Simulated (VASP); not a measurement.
# BaH4 (I4/mmm) in VASP: a series of runs

The runs below take BaH4 through single point, relaxation of cell and atoms, with PBE.

Program: VASP 6.6.1. These are calculated values, not measurements. Logs are shortened: lines on timing, memory, paths and dates and some standing lists are left out, and cuts for length are marked.

**1. The cell of the first run**

Symmetry: I4/mmm, No. 139, tetragonal system. Conventional cell: a = 4.363 Å, b = 4.363 Å, c = 6.751 Å, α = 90.00°, β = 90.00°, γ = 90.00°. Within 3.6 Å of Ba (site symmetry 4/mmm) lie 18 H at 2.76 to 3.11 Å. H (site symmetry -4m2) has 14 H at 2.54 to 3.38 Å and 4 Ba at 2.76 Å within 3.4 Å. Within 1.0 Å of H (site symmetry 4mm) lie 1 H at 0.77 Å.

**2. Single point, PBE**

Contents of INCAR:

```
PREC = Accurate ; ENCUT = 520
EDIFF = 1E-6 ; ISMEAR = 0
SIGMA = 0.02 ; LREAL = False
LASPH = True ; NELM = 100
ALGO = Normal ; ISIF = 2
LWAVE = False ; LCHARG = False
GGA = PE ; NBANDS = 15
```

Contents of KPOINTS:

```
regular mesh
0
Gamma
  10 10 10
```

Contents of POSCAR:

```
BaH4
1.0
   -2.1814851447      2.1814851447      3.3756763340
    2.1814851447     -2.1814851447      3.3756763340
    2.1814851447      2.1814851447     -3.3756763340
Ba H
1 4
Direct
    0.0000000000      0.0000000000      0.0000000000
    0.2500000000      0.7500000000      0.5000000000
    0.7500000000      0.2500000000      0.5000000000
    0.4433410230      0.4433410230      0.0000000000
    0.5566589770      0.5566589770      0.0000000000
```

Potentials or basis: VASP PAW PBE potentials, release 64 (Ba_sv, H).

Launch:

```console
cat potpaw_PBE.64/Ba_sv/POTCAR potpaw_PBE.64/H/POTCAR > POTCAR
mpirun -np 1 vasp_std > vasp.out
```

OUTCAR:

```text
PREC = Accurate
   ENCUT = 520
   EDIFF = 1E-6
   ISMEAR = 0
   LREAL = False
   LASPH = True
   NELM = 100
   ISIF = 2
   GGA = PE

 ion  position               nearest neighbor table
   1  0.000  0.000  0.000-   3 2.76   2 2.76   2 2.76   3 2.76   2 2.76   3 2.76   3 2.76   2 2.76

   2  0.250  0.750  0.500-   1 2.76   1 2.76   1 2.76   1 2.76
   3  0.750  0.250  0.500-   1 2.76   1 2.76   1 2.76   1 2.76
   4  0.443  0.443  0.000-   5 0.77
   5  0.557  0.557  0.000-   4 0.77

  LATTYP: Found a body centered tetragonal cell.
 ALAT       =     4.3629702894
 C/A-ratio  =     1.5474211879

  Lattice vectors:

 A1 = (  -2.1814851447,   2.1814851447,   3.3756763340)
 A2 = (   2.1814851447,  -2.1814851447,   3.3756763340)
 A3 = (   2.1814851447,   2.1814851447,  -3.3756763340)

Analysis of symmetry for initial positions (statically):
=====================================================================
 Subroutine PRICEL returns:
 Original cell was already a primitive cell.

 Routine SETGRP: Setting up the symmetry group for a
 body centered tetragonal supercell.

 Subroutine GETGRP returns: Found 16 space group operations
 (whereof 16 operations were pure point group operations)
 out of a pool of 16 trial point group operations.

The static configuration has the point symmetry D_4h.

Analysis of symmetry for dynamics (positions and initial velocities):
=====================================================================
 Subroutine PRICEL returns:
 Original cell was already a primitive cell.

 Routine SETGRP: Setting up the symmetry group for a
 body centered tetragonal supercell.

 Subroutine GETGRP returns: Found 16 space group operations
 (whereof 16 operations were pure point group operations)
 out of a pool of 16 trial point group operations.

The dynamic configuration has the point symmetry D_4h.

 Subroutine INISYM returns: Found 16 space group operations
 (whereof 16 operations are pure point group operations),
 and found     1 'primitive' translations

----------------------------------------------------------------------------------------

                                     Primitive cell

  volume of cell :      64.2577

  direct lattice vectors                    reciprocal lattice vectors
    -2.181485145  2.181485145  3.375676334     0.000000000  0.229201652  0.148118466
     2.181485145 -2.181485145  3.375676334     0.229201652  0.000000000  0.148118466
     2.181485145  2.181485145 -3.375676334     0.229201652  0.229201652  0.000000000

  length of vectors
     4.573067415  4.573067415  4.573067415     0.272896459  0.272896459  0.324140085

  position of ions in fractional coordinates (direct lattice)
     0.000000000  0.000000000  0.000000000
     0.250000000  0.750000000  0.500000000
     0.750000000  0.250000000  0.500000000
     0.443341023  0.443341023  0.000000000
     0.556658977  0.556658977  0.000000000

  ion indices of the primitive-cell ions
   primitive index   ion index
                 1           1
                 2           2
                 3           3
                 4           4
                 5           5

----------------------------------------------------------------------------------------

 KPOINTS: regular mesh

Automatic generation of k-mesh.
 Grid dimensions read from file:
 generate k-points for:   10   10   10

 Generating k-lattice:

  Cartesian coordinates                     Fractional coordinates (reciprocal lattice)
     0.000000000  0.022920165  0.014811847     0.100000000  0.000000000  0.000000000
     0.022920165  0.000000000  0.014811847     0.000000000  0.100000000  0.000000000
     0.022920165  0.022920165  0.000000000     0.000000000  0.000000000  0.100000000

  Length of vectors
     0.027289646  0.027289646  0.032414009

  Shift w.r.t. Gamma in fractional coordinates (k-lattice)
     0.000000000  0.000000000  0.000000000

 Subroutine IBZKPT returns following result:
 ===========================================

 Found    102 irreducible k-points:

 Following reciprocal coordinates:
            Coordinates               Weight
  0.000000  0.000000  0.000000      1.000000
  0.100000  0.000000 -0.000000      8.000000
  0.200000  0.000000 -0.000000      8.000000
  0.300000  0.000000 -0.000000      8.000000
  0.400000  0.000000 -0.000000      8.000000
  0.500000  0.000000 -0.000000      4.000000
[... 16 lines left out ...]
  0.300000  0.300000 -0.000000      8.000000
  0.400000  0.300000  0.000000     16.000000
 [... further k-points ...]
   k-points           NKPTS =    102   k-points in BZ     NKDIM =    102   number of bands    NBANDS=     15
   number of dos      NEDOS =    301   number of ions     NIONS =      5
   total plane-waves  NPLWV =  46656
   dimension x,y,z NGX =    36 NGY =   36 NGZ =   36
   dimension x,y,z NGXF=    72 NGYF=   72 NGZF=   72
   ions per type =               1   4
   NGX,Y,Z   is equivalent  to a cutoff of  13.09, 13.09, 13.09 a.u.
   NGXF,Y,Z  is equivalent  to a cutoff of  26.17, 26.17, 26.17 a.u.
 SYSTEM =  unknown system
   PREC   = accura    normal or accurate (medium, high low for compatibility)
   ISTART =      0    job   : 0-new  1-cont  2-samecut
   ICHARG =      2    charge: 1-file 2-atom 10-const
   ISPIN  =      1    spin polarized calculation?
   LNONCOLLINEAR =      F non collinear calculations
   LSORBIT =      F    spin-orbit coupling
   LASPH  =      T    aspherical Exc in radial PAW
   ENCUT  =  520.0 eV  38.22 Ry    6.18 a.u.   8.50  8.50  8.50*2*pi/ulx,y,z
   NELM   =    100;   NELMIN=  2; NELMDL= -5     # of ELM steps
   EDIFF  = 0.1E-05   stopping-criterion for ELM
   LREAL  =      F    real-space projection
   EDIFFG = 0.1E-04   stopping-criterion for IOM
   NSW    =      0    number of steps for IOM
   IBRION =     -1    ionic relax: 0-MD 1-quasi-New 2-CG
   NFREE  =      0    steps in history (QN), initial steepest desc. (CG)
   ISIF   =      2    stress and relaxation
   ISYM   =      2    0-nonsym 1-usesym 2-fastsym
   POTIM  = 0.5000    time-step for ionic-motion
   TEBEG  =    0.0;   TEEND  =   0.0 temperature during run
   PSTRESS=    0.0 pullay stress
   NELECT =      14.0000    total number of electrons
   NUPDOWN=      -1.0000    fix difference up-down
   EMIN   =  10.00;   EMAX   =-10.00  energy-range for DOS
   EFERMI =   0.00;   METHOD = LEGACY
   ISMEAR =     0;   SIGMA  =   0.02  broadening in eV -4-tet -1-fermi 0-gaus
   EFERMI_NEDOS =   21; number of points for ismear=-14 and -15
   IALGO  =     38    algorithm
   IMIX   =      4    mixing-type and parameters
     AMIX     =   0.40;   BMIX     =  1.00
     AMIX_MAG =   1.60;   BMIX_MAG =  1.00
  volume/ion in A,a.u.               =      12.85        86.73
  Fermi-wavevector in a.u.,A,eV,Ry     =   0.985090  1.861549 13.203115  0.970402
  Thomas-Fermi vector in A             =   2.116371
   LORBIT       =      0    0 simple, 1 ext, 2 COOP (PROOUT), +10 PAW based schemes
   GGA     = PE    functional components
   LHFCALC =     F    Hartree Fock is set to
   AEXX    =    0.0000 exact exchange contribution
   IVDW    =     0    specifies the selected vdW correction
   LEPSILON=     F    determine dielectric tensor
   LRPA    =     F    only Hartree local field effects (RPA)
 non-spin polarized calculation
 Gauss-broadening in eV      SIGMA  =   0.02
  energy-cutoff  :      520.00
  volume of cell :       64.26
 maximum number of plane-waves:      1769
 NGX is ok and might be reduce to    36
   NGX = 17   NGY = 17   NGZ = 17

 number of electron      14.0000003 magnetization

 Free energy of the ion-electron system (eV)
  ---------------------------------------------------
  ext. energy  EPLUGINS =         0.00000000
  ---------------------------------------------------
  free energy    TOTEN  =       -16.77118427 eV

  energy without entropy =      -16.77118427  energy(sigma->0) =      -16.77118427

 E-fermi :   0.7045     XC(G=0):  -8.4390

 val. band max:        0.6238660569   @ k =   0.0000   0.0000   0.0000
 cond. band min:       2.8443754971   @ k =   0.5000   0.0000  -0.0000
 fundamental gap:      2.2205094402
 Fermi energy:         0.7044559926

 k-point     1 :       0.0000    0.0000    0.0000
  band No.  band energies     occupation
      1     -26.2535      2.00000
      2     -11.2471      2.00000
      3     -11.2471      2.00000
      4     -11.2386      2.00000
      5      -7.2161      2.00000
      6      -1.2137      2.00000
      7       0.6239      2.00000
      8       3.5963      0.00000
      9       4.0000      0.00000
     10       4.0000      0.00000
     11       5.2927      0.00000
     12       5.6766      0.00000
     13       6.0952      0.00000
     14       8.9541      0.00000
     15       8.9541      0.00000

 k-point     2 :       0.1000    0.0000   -0.0000
  band No.  band energies     occupation
      1     -26.2491      2.00000
      2     -11.3210      2.00000
      3     -11.2501      2.00000
      4     -11.2490      2.00000
      5      -7.1206      2.00000
      6      -1.2312      2.00000
      7       0.3516      2.00000
      8       3.7140      0.00000
      9       4.0860      0.00000
     10       4.2367      0.00000
     11       4.9576      0.00000
     12       5.8029      0.00000
     13       6.4091      0.00000
     14       9.3431      0.00000
     15       9.5139      0.00000

 k-point     3 :       0.2000    0.0000   -0.0000
  band No.  band energies     occupation
      1     -26.2377      2.00000
      2     -11.5050      2.00000
      3     -11.2714      2.00000
      4     -11.2581      2.00000
      5      -6.8876      2.00000
      6      -1.3327      2.00000
      7      -0.0831      2.00000
      8       3.5673      0.00000
      9       4.2202      0.00000
     10       4.7988      0.00000
     11       5.3322      0.00000
     12       5.4475      0.00000
     13       7.5946      0.00000
     14      10.0594      0.00000
     15      10.7710      0.00000

 k-point     4 :       0.3000    0.0000   -0.0000
  band No.  band energies     occupation
      1     -26.2236      2.00000
      2     -11.7100      2.00000
      3     -11.2986      2.00000
      4     -11.2678      2.00000
      5      -6.6261      2.00000
      6      -1.6289      2.00000
      7      -0.1806      2.00000
      8       3.2096      0.00000
      9       4.0848      0.00000
     10       5.4848      0.00000
     11       5.6643      0.00000
     12       6.4509      0.00000
     13       8.3383      0.00000
     14       9.8042      0.00000
     15      11.5887      0.00000
[... 307 lines left out ...]
 k-point    22 :      -0.2000    0.2000    0.0000
  band No.  band energies     occupation
      1     -26.2306      2.00000
      2     -11.5138      2.00000
      3     -11.3339      2.00000
      4     -11.2896      2.00000
      5      -6.8369      2.00000
      6      -1.1421      2.00000
      7      -0.4533      2.00000
      8       3.7548      0.00000
      9       4.1798      0.00000
     10       4.5355      0.00000
     11       5.9520      0.00000
     12       5.9927      0.00000
     13       7.1617      0.00000
     14       9.7507      0.00000
     15      10.6479      0.00000

 k-point    23 :       0.3000    0.3000   -0.0000
  band No.  band energies     occupation
      1     -26.1991      2.00000
      2     -11.6951      2.00000
      3     -11.5754      2.00000
      4     -11.3506      2.00000
      5      -6.5594      2.00000
      6      -1.3724      2.00000
      7      -0.7221      2.00000
      8       3.6580      0.00000
      9       4.7530      0.00000
     10       5.6218      0.00000
     11       6.2346      0.00000
     12       8.0933      0.00000
     13       8.3599      0.00000
     14       9.3558      0.00000
     15      10.0885      0.00000

 k-point    24 :       0.4000    0.3000    0.0000
  band No.  band energies     occupation
      1     -26.1940      2.00000
      2     -11.7233      2.00000
      3     -11.5701      2.00000
      4     -11.3766      2.00000
      5      -6.6117      2.00000
      6      -1.4061      2.00000
      7      -0.6042      2.00000
      8       3.7039      0.00000
      9       4.6796      0.00000
     10       6.0444      0.00000
     11       6.3683      0.00000
     12       8.0544      0.00000
     13       8.8268      0.00000
     14       9.0130      0.00000
     15       9.7999      0.00000

 [... further k-points ...]

------------------------ aborting loop because EDIFF is reached ----------------------------------------

  FORCE on cell =-STRESS in cart. coord.  units (eV):
  Direction    XX          YY          ZZ          XY          YZ          ZX
  --------------------------------------------------------------------------------------
  -------------------------------------------------------------------------------------
  Total        0.1596558      0.1596558      0.1359794      0.0000000     -0.0000000      0.0000000
  in kB        3.9807971      3.9807971      3.3904591      0.0000000     -0.0000000      0.0000000
  external PRESSURE =       3.7840177 kB  Pullay stress =       0.0000000 kB

 VOLUME and BASIS-vectors are now :
 -----------------------------------------------------------------------------
  energy-cutoff  :      520.00
  volume of cell :       64.26
      direct lattice vectors                 reciprocal lattice vectors
    -2.181485145  2.181485145  3.375676334     0.000000000  0.229201652  0.148118466
     2.181485145 -2.181485145  3.375676334     0.229201652  0.000000000  0.148118466
     2.181485145  2.181485145 -3.375676334     0.229201652  0.229201652  0.000000000

 POSITION                                       TOTAL-FORCE (eV/Angst)
 -----------------------------------------------------------------------------------
      0.00000      0.00000      0.00000        -0.000000     -0.000000     -0.000000
      2.18149      0.00000      1.68784        -0.000000     -0.000000     -0.000000
      0.00000      2.18149      1.68784        -0.000000     -0.000000     -0.000000
      0.00000      0.00000      2.99315        -0.000000     -0.000000      0.016720
      0.00000      0.00000      3.75820         0.000000      0.000000     -0.016720
 -----------------------------------------------------------------------------------
    total drift:                               -0.000000      0.000000      0.000000

  FREE ENERGIE OF THE ION-ELECTRON SYSTEM (eV)
  ---------------------------------------------------
  free  energy   TOTEN  =       -16.7711842660 eV

  energy  without entropy=      -16.7711842660  energy(sigma->0) =      -16.77118427
```

Run time: 57 s. Hardware: 1 thread of AMD EPYC 9R45 (Zen 5), shared host; peak memory 0.23 GiB.

Results:

| Item | Value |
| --- | --- |
| Free energy | -16.7712 eV |
| Pressure | 0.4 GPa |
| Largest force | 0.017 eV/Å |
| Band gap on the k mesh | 2.22 eV, indirect (least direct gap 2.74 eV) |

Forces on the atoms (eV/Å):
```
Ba   0.000  0.000  0.000
H    0.000  0.000  0.000
H    0.000  0.000  0.000
H    0.000  0.000  0.017
H    0.000  0.000 -0.017
```

Caveat: spin-orbit coupling is left out, which moves the levels of the heavy elements. A k mesh can miss the band edges.

**3. Relaxation of cell and atoms, PBE**

This run uses another cell than the first one, of 12.81 Å³/atom, 0.997 times its volume.

Contents of INCAR:

```
SYSTEM = BaH4
ALGO = Normal
EDIFF = 1E-6
EDIFFG = -0.01
ENCUT = 600
GGA = PE
IBRION = 2
ISIF = 3
ISMEAR = 0
LASPH = .True.
LCHARG = .False.
LREAL = .False.
LWAVE = .False.
NELM = 100
NSW = 100
PREC = Accurate
SIGMA = 0.02
```

Contents of KPOINTS:

```
k-points
0
Gamma
  10 10 10
  0 0 0
```

Contents of POSCAR:

```
BaH4
1.0
   -2.1750550761      2.1750550761      3.3849518814
    2.1750550761     -2.1750550761      3.3849518814
    2.1750550761      2.1750550761     -3.3849518814
Ba H
1 4
Direct
    0.0000000000      0.0000000000      0.0000000000
    0.2500000000      0.7500000000      0.5000000000
    0.7500000000      0.2500000000      0.5000000000
    0.4434021304      0.4434021304      0.0000000000
    0.5565978696      0.5565978696      0.0000000000
```

Potentials or basis: VASP PAW PBE potentials, release 64 (Ba_sv, H).

Launch:

```console
cat potpaw_PBE.64/Ba_sv/POTCAR potpaw_PBE.64/H/POTCAR > POTCAR
mpirun -np 1 vasp_std > vasp.out
```

Run time: 4.6 min. Hardware: 1 thread of AMD EPYC 9R45 (Zen 5), shared host; peak memory 0.27 GiB.

It converged, with:

```yaml
Free_energy: -16.7752 eV
Relaxed_volume: 13.09 Å³/atom
Relaxed_cell: a = 4.600 Å, b = 4.600 Å, c = 4.600 Å, α = 122.96°, β = 122.96°, γ = 84.94°
Space_group_after_relaxing_to_0.05_Å: I4/mmm (No. 139)
Energy_gained_by_relaxing: 0.5 meV/atom
Ionic_steps: 12
Pressure_after_relaxing: -0.1 GPa
Largest_force_after_relaxing: 0.003 eV/Å
Band_gap_on_the_k_mesh: 2.24 eV, indirect (least direct gap 2.78 eV)
```

Forces on the atoms (eV/Å):
```
Ba   0.000  0.000  0.000
H    0.000  0.000  0.000
H    0.000  0.000  0.000
H    0.000  0.000  0.003
H    0.000  0.000 -0.003
```

The path:
| step | energy change (eV) | largest force (eV/Å) | pressure (GPa) | volume (Å³) |
| --- | --- | --- | --- | --- |
| 1 | 0.0000 | 0.0477 | 0.52 | 64.05 |
| 2 | -0.0012 | 0.0593 | 0.41 | 64.44 |
| 3 | -0.0015 | 0.1640 | 0.32 | 64.81 |
| 4 | -0.0021 | 0.0982 | 0.17 | 65.02 |
| 5 | -0.0023 | 0.0321 | 0.03 | 65.23 |
| 6 | -0.0024 | 0.0046 | -0.02 | 65.32 |
| 7 | -0.0024 | 0.0015 | 0.00 | 65.33 |
| 8 | -0.0024 | 0.0048 | -0.03 | 65.35 |
| 9 | -0.0024 | 0.0022 | -0.04 | 65.36 |
| 10 | -0.0024 | 0.0056 | -0.05 | 65.40 |
| 11 | -0.0024 | 0.0212 | -0.07 | 65.46 |
| 12 | -0.0025 | 0.0032 | -0.06 | 65.45 |

Final structure:
```xyz
5
Lattice="-2.1961 2.1961 3.3927 2.1961 -2.1961 3.3927 2.1961 2.1961 -3.3927" Properties=species:S:1:pos:R:3 pbc="T T T"
Ba    0.0000    0.0000    0.0000
H     2.1961    0.0000    1.6964
H     0.0000    2.1961    1.6964
H     0.0000    0.0000    3.0108
H     2.1961    2.1961    0.3820
```

Levels at points of the mesh, in eV from the valence-band top:
| k point | band 3 | band 4 | band 5 | band 6 | band 7 | band 8 | band 9 | band 10 | band 11 |
| --- | --- | --- | --- | --- | --- | --- | --- | --- | --- |
| (0.00, 0.00, 0.00) | -11.93 | -11.92 | -7.79 | -1.85 | 0.00 | 2.97 | 3.36 | 3.36 | 4.63 |
| (0.50, 0.00, 0.00) | -12.00 | -11.96 | -6.98 | -2.67 | -0.54 | 2.24 | 3.13 | 5.72 | 5.92 |
| (0.50, 0.50, 0.00) | -12.16 | -12.06 | -7.42 | -2.15 | -0.94 | 4.03 | 4.16 | 6.05 | 6.13 |
| (0.50, 0.50, 0.50) | -12.05 | -12.05 | -7.41 | -1.76 | -1.47 | 4.19 | 6.23 | 6.23 | 6.29 |

Caveat: spin-orbit coupling is left out, which moves the levels of the heavy elements.

(Part 1 of 2 ends here.)
